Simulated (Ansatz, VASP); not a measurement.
**One calculation of AlNi, two programs**

```
CELL_PARAMETERS angstrom
1.97454 -1.97451 0.00000
1.97454 1.97451 0.00000
0.00000 0.00000 2.82310
ATOMIC_POSITIONS crystal
Al 0.00000 0.00000 0.00000
Ni 0.50000 0.50000 0.50000
```

Alike in both runs: task single point; functional PBE; k mesh 16 × 16 × 16; occupations gaussian, width 0.15 eV; no spin polarisation.

```csv
,VASP,Ansatz
version,VASP 6.6.1,Ansatz 0.2.0
potentials or method,"VASP PAW PBE potentials, release 64 (Al, Ni), cutoff 520 eV","scalar-relativistic, plane waves, PAW"
valence electrons in the cell,13,21
```

```tsv
	VASP	Ansatz	Ansatz less VASP
gap on the k mesh at the Fermi level (eV)	none	none	-
pressure (GPa)	18.7	18.6	-0.13
traceless stress, the component that is largest in VASP (GPa)	-0.80	-0.79	+0.013
```

A gap of «none» marks a metal or a gap that the smearing closes. The functional is the same, so the differences come from potentials, cutoffs and numerics. VASP's potentials hold 13 valence electrons a cell and Ansatz's 21, so a difference there can come from the potentials and not from the codes. Ansatz's warnings: near symmetry operations not taken.
